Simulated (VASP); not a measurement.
# Sr (P6_3/mmc) in VASP: further runs

Runs on Sr. Level: r2SCAN. Tasks: single point.

Program: VASP 6.6.1. These are calculated values, not measurements. Logs are shortened: lines on timing, memory, paths and dates and some standing lists are left out, and cuts for length are marked.

## 1. The cell of the first run

The structure is hexagonal, space group P6_3/mmc (No. 194). The conventional cell has a = 4.138 Å, b = 4.138 Å, c = 6.768 Å, α = 90.00°, β = 90.00°, γ = 120.00°. Within 5.4 Å of Sr (site symmetry -6m2) lie 12 Sr at 4.14 Å.

This isn't the form of Sr at room conditions, which is fcc.

## 2. Single point, r2SCAN (strain -0.040 along x and y, -0.040 along z)

The input, POSCAR:

```
Sr
1.0
    4.1376002118      0.0000000000      0.0000000000
   -2.0688001059      3.5832668942      0.0000000000
    0.0000000000      0.0000000000      6.7680000000
Sr
2
Direct
    0.3333333333      0.6666666667      0.2500000000
    0.6666666667      0.3333333333      0.7500000000
```

The input, INCAR.step1:

```
SYSTEM = Sr
PREC     = Accurate       ! precision mode
ENCUT    = 520            ! plane-wave cutoff, eV
ISMEAR   = 0              ! smearing method
SIGMA    = 0.15           ! smearing width, eV
LREAL    = .FALSE.        ! projectors in reciprocal space
LASPH    = .TRUE.         ! aspherical terms in the spheres
NELM     = 60             ! most SCF steps
NBANDS   = 17             ! bands
GGA      = PE             ! functional
ALGO     = Normal         ! electronic algorithm
EDIFF    = 1E-4           ! SCF threshold, eV
LWAVE    = .TRUE.         ! write WAVECAR
LCHARG   = .FALSE.        ! write CHGCAR
```

The input, INCAR.step2:

```
SYSTEM = Sr
PREC     = Accurate       ! precision mode
ENCUT    = 520            ! plane-wave cutoff, eV
EDIFF    = 1E-6           ! SCF threshold, eV
ISMEAR   = 0              ! smearing method
SIGMA    = 0.15           ! smearing width, eV
LREAL    = .FALSE.        ! projectors in reciprocal space
LASPH    = .TRUE.         ! aspherical terms in the spheres
NELM     = 60             ! most SCF steps
ALGO     = Normal         ! electronic algorithm
ISIF     = 2              ! what is computed and relaxed
LWAVE    = .FALSE.        ! write WAVECAR
LCHARG   = .FALSE.        ! write CHGCAR
METAGGA  = R2SCAN         ! meta-GGA
LMIXTAU  = .TRUE.       
NBANDS   = 17             ! bands
ISTART   = 1
```

The input, KPOINTS:

```
Automatic mesh
0
G
  12 12 8
  0 0 0
```

Potentials or basis: VASP PAW PBE potentials, release 64 (Sr_sv).

Command:

```console
cat potpaw_PBE.64/Sr_sv/POTCAR > POTCAR
cp INCAR.step1 INCAR
mpirun -np 1 vasp_std > vasp.out
cp INCAR.step2 INCAR
mpirun -np 1 vasp_std > vasp.out
```

OUTCAR:

```text
SYSTEM = Sr
   PREC = Accurate
   ENCUT = 520
   EDIFF = 1E-6
   ISMEAR = 0
   LREAL = .FALSE.
   LASPH = .TRUE.
   NELM = 60
   ISIF = 2
   METAGGA = R2SCAN
   ISTART = 1

 ion  position               nearest neighbor table
   1  0.333  0.667  0.250-   2 4.14   2 4.14   2 4.14   2 4.14   2 4.14   2 4.14
   2  0.667  0.333  0.750-   1 4.14   1 4.14   1 4.14   1 4.14   1 4.14   1 4.14

  LATTYP: Found a hexagonal cell.
 ALAT       =     4.1376002118
 C/A-ratio  =     1.6357307747

  Lattice vectors:

 A1 = (   4.1376002118,   0.0000000000,   0.0000000000)
 A2 = (  -2.0688001059,   3.5832668942,   0.0000000000)
 A3 = (   0.0000000000,   0.0000000000,   6.7680000000)

Analysis of symmetry for initial positions (statically):
=====================================================================
 Subroutine PRICEL returns:
 Original cell was already a primitive cell.

 Routine SETGRP: Setting up the symmetry group for a
 hexagonal supercell.

 Subroutine GETGRP returns: Found 24 space group operations
 (whereof 12 operations were pure point group operations)
 out of a pool of 24 trial point group operations.

The static configuration has the point symmetry D_3d.
 The point group associated with its full space group is D_6h.

Analysis of symmetry for dynamics (positions and initial velocities):
=====================================================================
 Subroutine PRICEL returns:
 Original cell was already a primitive cell.

 Routine SETGRP: Setting up the symmetry group for a
 hexagonal supercell.

 Subroutine GETGRP returns: Found 24 space group operations
 (whereof 12 operations were pure point group operations)
 out of a pool of 24 trial point group operations.

The dynamic configuration has the point symmetry D_3d.
 The point group associated with its full space group is D_6h.

 Subroutine INISYM returns: Found 24 space group operations
 (whereof 12 operations are pure point group operations),
 and found     1 'primitive' translations

----------------------------------------------------------------------------------------

                                     Primitive cell

  volume of cell :     100.3432

  direct lattice vectors                    reciprocal lattice vectors
     4.137600212  0.000000000  0.000000000     0.241685989  0.139537471  0.000000000
    -2.068800106  3.583266894  0.000000000     0.000000000  0.279074942  0.000000000
[... 83 lines left out ...]
   ENCUT  =  520.0 eV  38.22 Ry    6.18 a.u.   7.69  7.69 12.58*2*pi/ulx,y,z
   NELM   =     60;   NELMIN=  2; NELMDL=  0     # of ELM steps
   EDIFF  = 0.1E-05   stopping-criterion for ELM
   LREAL  =      F    real-space projection
   EDIFFG = 0.1E-04   stopping-criterion for IOM
   NSW    =      0    number of steps for IOM
   IBRION =     -1    ionic relax: 0-MD 1-quasi-New 2-CG
   NFREE  =      0    steps in history (QN), initial steepest desc. (CG)
   ISIF   =      2    stress and relaxation
   ISYM   =      2    0-nonsym 1-usesym 2-fastsym
   POTIM  = 0.5000    time-step for ionic-motion
   TEBEG  =    0.0;   TEEND  =   0.0 temperature during run
   PSTRESS=    0.0 pullay stress
   NELECT =      20.0000    total number of electrons
   NUPDOWN=      -1.0000    fix difference up-down
   EMIN   =  10.00;   EMAX   =-10.00  energy-range for DOS
   EFERMI =   0.00;   METHOD = LEGACY
   ISMEAR =     0;   SIGMA  =   0.15  broadening in eV -4-tet -1-fermi 0-gaus
   EFERMI_NEDOS =   21; number of points for ismear=-14 and -15
   IALGO  =     38    algorithm
   IMIX   =      4    mixing-type and parameters
     AMIX     =   0.40;   BMIX     =  1.00
     AMIX_MAG =   1.60;   BMIX_MAG =  1.00
  volume/ion in A,a.u.               =      50.17       338.57
  Fermi-wavevector in a.u.,A,eV,Ry     =   0.956288  1.807123 12.442354  0.914487
  Thomas-Fermi vector in A             =   2.085203
   LORBIT       =      0    0 simple, 1 ext, 2 COOP (PROOUT), +10 PAW based schemes
   METAGGA = R2SCAN    functional components
   LHFCALC =     F    Hartree Fock is set to
   AEXX    =    0.0000 exact exchange contribution
   IVDW    =     0    specifies the selected vdW correction
   LEPSILON=     F    determine dielectric tensor
   LRPA    =     F    only Hartree local field effects (RPA)
 non-spin polarized calculation
 Gauss-broadening in eV      SIGMA  =   0.15
  energy-cutoff  :      520.00
  volume of cell :      100.34
 maximum number of plane-waves:      2749
 NGX is ok and might be reduce to    32
   NGX = 15   NGY = 15   NGZ = 25

 number of electron      20.0000000 magnetization

 Free energy of the ion-electron system (eV)
  ---------------------------------------------------
  ext. energy  EPLUGINS =         0.00000000
  ---------------------------------------------------
  free energy    TOTEN  =       -30.12545297 eV

  energy without entropy =      -30.09882687  energy(sigma->0) =      -30.11213992

 E-fermi :   1.9692     XC(G=0):  -8.0948

 val. band max:        1.9612785516   @ k =   0.4167  -0.0000   0.0000
 cond. band min:       1.9709506408   @ k =   0.2500   0.0833   0.0000
 fundamental gap:      0.0096720892
 Fermi energy:         1.9691817634

 k-point     1 :       0.0000    0.0000    0.0000
  band No.  band energies     occupation
      1     -35.8911      2.00000
      2     -35.8679      2.00000
      3     -17.4061      2.00000
      4     -17.1716      2.00000
      5     -17.1716      2.00000
      6     -17.1347      2.00000
[... 457 lines left out ...]
      4     -17.3091      2.00000
      5     -17.2921      2.00000
      6     -17.2176      2.00000
[... 9 lines left out ...]
     16       6.1195      0.00000
     17       6.2102      0.00000

 [... further k-points ...]

------------------------ aborting loop because EDIFF is reached ----------------------------------------

  FORCE on cell =-STRESS in cart. coord.  units (eV):
  Direction    XX          YY          ZZ          XY          YZ          ZX
  --------------------------------------------------------------------------------------
  -------------------------------------------------------------------------------------
  Total        1.1109137      1.1109137      1.3300836      0.0000000      0.0000000      0.0000000
  in kB       17.7379279     17.7379279     21.2374066      0.0000000      0.0000000      0.0000000
  external PRESSURE =      18.9044208 kB  Pullay stress =       0.0000000 kB

 VOLUME and BASIS-vectors are now :
 -----------------------------------------------------------------------------
  energy-cutoff  :      520.00
  volume of cell :      100.34
      direct lattice vectors                 reciprocal lattice vectors
     4.137600212  0.000000000  0.000000000     0.241685989  0.139537471  0.000000000
    -2.068800106  3.583266894  0.000000000     0.000000000  0.279074942  0.000000000
     0.000000000  0.000000000  6.768000000     0.000000000  0.000000000  0.147754137

 POSITION                                       TOTAL-FORCE (eV/Angst)
 -----------------------------------------------------------------------------------
     -0.00000      2.38884      1.69200         0.000000     -0.000000      0.000000
      2.06880      1.19442      5.07600        -0.000000      0.000000      0.000000
 -----------------------------------------------------------------------------------
    total drift:                               -0.000000      0.000000     -0.000000

  FREE ENERGIE OF THE ION-ELECTRON SYSTEM (eV)
  ---------------------------------------------------
  free  energy   TOTEN  =       -30.1254529668 eV

  energy  without entropy=      -30.0988268727  energy(sigma->0) =      -30.11213992
```

OUTCAR.step1:

```text
SYSTEM = Sr
   PREC = Accurate
   ENCUT = 520
   ISMEAR = 0
   LREAL = .FALSE.
   LASPH = .TRUE.
[... 705 lines left out ...]
     -0.00000      2.38884      1.69200        -0.000000     -0.000000      0.000000
      2.06880      1.19442      5.07600         0.000000      0.000000      0.000000
 -----------------------------------------------------------------------------------
    total drift:                               -0.000000      0.000000     -0.000000

  FREE ENERGIE OF THE ION-ELECTRON SYSTEM (eV)
  ---------------------------------------------------
  free  energy   TOTEN  =        -3.2429881578 eV

  energy  without entropy=       -3.2148552471  energy(sigma->0) =       -3.22892170
```

It took 5.1 min on 1 thread of Intel Xeon 6975P-C (Granite Rapids), shared host; peak memory 0.32 GiB.

Results:

```yaml
Free_energy: -30.1255 eV
Pressure: 1.9 GPa
Band_gap_on_the_k_mesh: zero (bands 10 and 11 overlap by 0.34 eV)
```

Stress tensor (GPa, compression positive):
```
1.77 0.00 0.00
0.00 1.77 0.00
0.00 0.00 2.12
```

Levels at points of the mesh, in eV from the Fermi level:
| k point | band 6 | band 7 | band 8 | band 9 | band 10 | band 11 | band 12 | band 13 | band 14 | band 15 |
| --- | --- | --- | --- | --- | --- | --- | --- | --- | --- | --- |
| (0.00, 0.00, 0.00) | -19.10 | -19.10 | -19.09 | -4.01 | -1.16 | 0.05 | 2.69 | 2.69 | 2.72 | 3.20 |
| (0.50, 0.00, 0.00) | -19.20 | -19.16 | -19.14 | -1.13 | -0.59 | 0.01 | 0.27 | 1.52 | 2.22 | 2.56 |
| (0.00, 0.00, 0.50) | -19.12 | -19.12 | -19.12 | -2.93 | -2.93 | 1.47 | 1.47 | 2.70 | 2.70 | 2.70 |
| (0.50, 0.00, 0.50) | -19.17 | -19.17 | -19.17 | -0.86 | -0.86 | 0.30 | 0.30 | 1.54 | 1.54 | 3.48 |

Caveat: the cell differs from its parent crystal (strain -0.040 along x and y, -0.040 along z); the PAW data sets were made with another functional, which shifts forces and pressure a little.

## 3. Single point, r2SCAN (strain -0.080 along x and y, +0.080 along z)

The input, POSCAR:

```
Sr
1.0
    3.9652002030      0.0000000000      0.0000000000
   -1.9826001015      3.4339641069      0.0000000000
    0.0000000000      0.0000000000      7.6140000000
Sr
2
Direct
    0.3333333333      0.6666666667      0.2500000000
    0.6666666667      0.3333333333      0.7500000000
```

The input, INCAR.step1:

```
PREC     = Accurate       # precision mode
ENCUT    = 520            # plane-wave cutoff, eV
ISMEAR   = 0              # smearing method
SIGMA    = 0.15           # smearing width, eV
LREAL    = False          # projectors in reciprocal space
LASPH    = True           # aspherical terms in the spheres
NELM     = 100            # most SCF steps
NBANDS   = 17             # bands
GGA      = PE             # functional
ALGO     = Normal         # electronic algorithm
EDIFF    = 1E-4           # SCF threshold, eV
LWAVE    = True           # write WAVECAR
LCHARG   = False          # write CHGCAR
```

The input, INCAR.step2:

```
PREC     = Accurate       # precision mode
ENCUT    = 520            # plane-wave cutoff, eV
EDIFF    = 1E-6           # SCF threshold, eV
ISMEAR   = 0              # smearing method
SIGMA    = 0.15           # smearing width, eV
LREAL    = False          # projectors in reciprocal space
LASPH    = True           # aspherical terms in the spheres
NELM     = 100            # most SCF steps
ALGO     = Normal         # electronic algorithm
ISIF     = 2              # what is computed and relaxed
LWAVE    = False          # write WAVECAR
LCHARG   = True           # write CHGCAR
METAGGA  = R2SCAN         # meta-GGA
LMIXTAU  = True         
LELF     = True           # ELF
LVHAR    = True         
NBANDS   = 17             # bands
ISTART   = 1
```

The input, KPOINTS:

```
Automatic mesh
0
Gamma
  12 12 8
```

Potentials or basis: VASP PAW PBE potentials, release 64 (Sr_sv).

Command:

```console
cat potpaw_PBE.64/Sr_sv/POTCAR > POTCAR
cp INCAR.step1 INCAR
mpirun -np 1 vasp_std > vasp.out
cp INCAR.step2 INCAR
mpirun -np 1 vasp_std > vasp.out
```

OUTCAR:

```text
PREC = Accurate
   ENCUT = 520
   EDIFF = 1E-6
   ISMEAR = 0
   LREAL = False
   LASPH = True
   NELM = 100
   ISIF = 2
   METAGGA = R2SCAN
   ISTART = 1

 ion  position               nearest neighbor table
   1  0.333  0.667  0.250-   2 4.44   2 4.44   2 4.44   2 4.44   2 4.44   2 4.44
   2  0.667  0.333  0.750-   1 4.44   1 4.44   1 4.44   1 4.44   1 4.44   1 4.44

  LATTYP: Found a hexagonal cell.
 ALAT       =     3.9652002030
 C/A-ratio  =     1.9202056921

  Lattice vectors:

 A1 = (   3.9652002030,   0.0000000000,   0.0000000000)
 A2 = (  -1.9826001015,   3.4339641069,   0.0000000000)
 A3 = (   0.0000000000,   0.0000000000,   7.6140000000)

Analysis of symmetry for initial positions (statically):
=====================================================================
 Subroutine PRICEL returns:
 Original cell was already a primitive cell.

 Routine SETGRP: Setting up the symmetry group for a
 hexagonal supercell.

 Subroutine GETGRP returns: Found 24 space group operations
 (whereof 12 operations were pure point group operations)
 out of a pool of 24 trial point group operations.

The static configuration has the point symmetry D_3d.
 The point group associated with its full space group is D_6h.

Analysis of symmetry for dynamics (positions and initial velocities):
=====================================================================
 Subroutine PRICEL returns:
 Original cell was already a primitive cell.

 Routine SETGRP: Setting up the symmetry group for a
 hexagonal supercell.

 Subroutine GETGRP returns: Found 24 space group operations
 (whereof 12 operations were pure point group operations)
 out of a pool of 24 trial point group operations.

The dynamic configuration has the point symmetry D_3d.
 The point group associated with its full space group is D_6h.

 Subroutine INISYM returns: Found 24 space group operations
 (whereof 12 operations are pure point group operations),
 and found     1 'primitive' translations

[... 111 lines left out ...]
   IALGO  =     38    algorithm
   IMIX   =      4    mixing-type and parameters
     AMIX     =   0.40;   BMIX     =  1.00
     AMIX_MAG =   1.60;   BMIX_MAG =  1.00
  volume/ion in A,a.u.               =      51.84       349.82
  Fermi-wavevector in a.u.,A,eV,Ry     =   0.945933  1.787554 12.174340  0.894789
  Thomas-Fermi vector in A             =   2.073882
   LORBIT       =      0    0 simple, 1 ext, 2 COOP (PROOUT), +10 PAW based schemes
   METAGGA = R2SCAN    functional components
   LHFCALC =     F    Hartree Fock is set to
   AEXX    =    0.0000 exact exchange contribution
   IVDW    =     0    specifies the selected vdW correction
   LEPSILON=     F    determine dielectric tensor
   LRPA    =     F    only Hartree local field effects (RPA)
 non-spin polarized calculation
 Gauss-broadening in eV      SIGMA  =   0.15
  energy-cutoff  :      520.00
  volume of cell :      103.67
 maximum number of plane-waves:      2830
 NGX is ok and might be reduce to    30
   NGX = 15   NGY = 15   NGZ = 29

 number of electron      19.9999999 magnetization

 Free energy of the ion-electron system (eV)
  ---------------------------------------------------
  ext. energy  EPLUGINS =         0.00000000
  ---------------------------------------------------
  free energy    TOTEN  =       -30.00217829 eV

  energy without entropy =      -29.98161829  energy(sigma->0) =      -29.99189829

 E-fermi :   1.7785     XC(G=0):  -7.9803

 val. band max:        1.7735956855   @ k =   0.3333   0.0000   0.0000
 cond. band min:       1.7843480923   @ k =   0.5000   0.0000   0.0000
 fundamental gap:      0.0107524069
 Fermi energy:         1.7784696924

 k-point     1 :       0.0000    0.0000    0.0000
  band No.  band energies     occupation
      1     -36.1352      2.00000
      2     -36.1263      2.00000
      3     -17.5415      2.00000
      4     -17.3848      2.00000
      5     -17.3776      2.00000
      6     -17.3776      2.00000
[... 457 lines left out ...]
      4     -17.6052      2.00000
      5     -17.4666      2.00000
      6     -17.4362      2.00000
[... 9 lines left out ...]
     16       5.2844      0.00000
     17       6.4216      0.00000

 [... further k-points ...]

------------------------ aborting loop because EDIFF is reached ----------------------------------------

  FORCE on cell =-STRESS in cart. coord.  units (eV):
  Direction    XX          YY          ZZ          XY          YZ          ZX
  --------------------------------------------------------------------------------------
  -------------------------------------------------------------------------------------
  Total        2.1130732      2.1130732     -1.3441018     -0.0000000      0.0000000      0.0000000
  in kB       32.6551276     32.6551276    -20.7715543     -0.0000000      0.0000000      0.0000000
  external PRESSURE =      14.8462336 kB  Pullay stress =       0.0000000 kB

 VOLUME and BASIS-vectors are now :
 -----------------------------------------------------------------------------
  energy-cutoff  :      520.00
  volume of cell :      103.67
      direct lattice vectors                 reciprocal lattice vectors
     3.965200203  0.000000000  0.000000000     0.252194076  0.145604317  0.000000000
    -1.982600102  3.433964107  0.000000000     0.000000000  0.291208635  0.000000000
     0.000000000  0.000000000  7.614000000     0.000000000  0.000000000  0.131337011

 POSITION                                       TOTAL-FORCE (eV/Angst)
 -----------------------------------------------------------------------------------
     -0.00000      2.28931      1.90350        -0.000000      0.000000      0.000000
      1.98260      1.14465      5.71050         0.000000      0.000000      0.000000
 -----------------------------------------------------------------------------------
    total drift:                                0.000000     -0.000000      0.000000

  FREE ENERGIE OF THE ION-ELECTRON SYSTEM (eV)
  ---------------------------------------------------
  free  energy   TOTEN  =       -30.0021782888 eV

  energy  without entropy=      -29.9816182929  energy(sigma->0) =      -29.99189829
```

Wall time 8 min (1 thread of Intel Xeon 6975P-C (Granite Rapids), shared host); peak memory 0.32 GiB.

Results:

| Property | Result |
| --- | --- |
| Free energy | -30.0022 eV |
| Pressure | 1.5 GPa |
| Band gap on the k mesh | zero (bands 10 and 11 overlap by 0.92 eV) |

Stress tensor (GPa, compression positive):
```
 3.27  0.00  0.00
 0.00  3.27  0.00
 0.00  0.00 -2.08
```

Levels at points of the mesh, in eV from the Fermi level:
```tsv
k point	band 6	band 7	band 8	band 9	band 10	band 11	band 12	band 13	band 14	band 15
(0.00, 0.00, 0.00)	-19.16	-19.14	-19.14	-3.88	-1.56	-0.52	1.83	2.90	2.90	3.16
(0.50, 0.00, 0.00)	-19.22	-19.21	-19.17	-0.83	-0.39	0.01	0.51	1.22	1.76	3.24
(0.00, 0.00, 0.50)	-19.15	-19.15	-19.15	-3.06	-3.06	0.89	0.89	2.97	2.97	2.97
(0.50, 0.00, 0.50)	-19.22	-19.19	-19.19	-0.71	-0.71	0.42	0.42	1.37	1.37	3.96
```

Caveat: the cell differs from its parent crystal (strain -0.080 along x and y, +0.080 along z); the stress differs along the axes, from -2 to 3 GPa; the PAW data sets were made with another functional, which shifts forces and pressure a little.

[end of part 1 of 2]

The gap in the log of VASP goes by the Fermi energy; the results here count the filled bands.